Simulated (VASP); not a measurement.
Write the native input for VASP 6.6.1 that does the following.

| Quantity | Value |
| --- | --- |
| Task | single point |
| Functional | PBE |
| Potentials or basis | VASP PAW PBE potentials, release 64 (Co) |
| Cutoff | 520 eV |
| k mesh | 15 × 9 × 1 |
| Occupations | fermi-dirac, width 0.1 eV |
| Spin | collinear spin, ferromagnetic start |
| Starting moments | [1.7, 1.7, 1.7, 1.7] μB |
| Dipole correction | yes |
| Further INCAR settings | ALGO = Normal; EDIFF = 1e-07; NBANDS = 30 |

The structure of Co lies in POSCAR:

```
Co
1.0
    2.4930397963      0.0000000000      0.0000000000
    0.0000000000      4.0369295231      0.0000000000
    0.0000000000      0.0000000000     18.8787000000
Co
4
Direct
    0.0000000000      0.7500000000      0.4301585155
    0.5000000000      0.2500000000      0.4600550120
    0.5000000000      0.7500000000      0.5399449896
    0.0000000000      0.2500000000      0.5698414829
```

The input as run:

INCAR

```
SYSTEM = Co
  PREC = Accurate
  ENCUT = 520
  EDIFF = 1E-7
  ISMEAR = -1
  SIGMA = 0.1
  LREAL = .False.
  LASPH = .True.
  NELM = 150
  ALGO = Normal
  ISIF = 2
  LWAVE = .False.
  LCHARG = .False.
  ISPIN = 2
  MAGMOM = 1.7 1.7 1.7 1.7
  LORBIT = 11
  LMAXMIX = 4
  LDIPOL = .True.
  IDIPOL = 3
  DIPOL = 0.5 0.5 0.500
  GGA = PE
  NBANDS = 30
```

KPOINTS

```
Automatic mesh
0
Gamma
  15 9 1
  0 0 0
```

Potentials or basis: VASP PAW PBE potentials, release 64 (Co).

Run with:

```sh
$ cat potpaw_PBE.64/Co/POTCAR > POTCAR
$ mpirun -np 1 vasp_std > vasp.out
```

Results of the run:

The largest force is 0.030 eV/Å, the net moment is 7.02 μB per cell and the site moments are Co +1.82, +1.71 (each value once) μB. The valence electrons inside the program's atomic spheres are Co 8.12, 8.21 (each value once).

Wall time 26 min on 1 thread of AMD EPYC 7R13, on a shared host, peak memory 0.49 GiB.
